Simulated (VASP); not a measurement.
A run of VASP 6.6.1 is set up as follows.

The input INCAR:

```
  PREC = Accurate
  ENCUT = 520
  EDIFF = 1E-7
  ISMEAR = -1
  SIGMA = 0.1
  LREAL = F
  LASPH = T
  NELM = 100
  ALGO = Normal
  ISIF = 2
  LWAVE = F
  LCHARG = F
  GGA = CA
  NBANDS = 12
```

The input KPOINTS:

```
regular mesh
0
Gamma
  25 25 25
```

The input POSCAR:

```
V
1.0
   -1.4636513663      1.4636513663      1.4636513663
    1.4636513663     -1.4636513663      1.4636513663
    1.4636513663      1.4636513663     -1.4636513663
V
1
Direct
    0.0000000000      0.0000000000      0.0000000000
```

Potentials or basis: VASP PAW LDA potentials, release 64 (V_sv).

Command:

```bash
$ cat potpaw_LDA.64/V_sv/POTCAR > POTCAR
$ mpirun -np 1 vasp_std > vasp.out
```

Q: What does it give for the pressure?

A: 0.5 GPa.
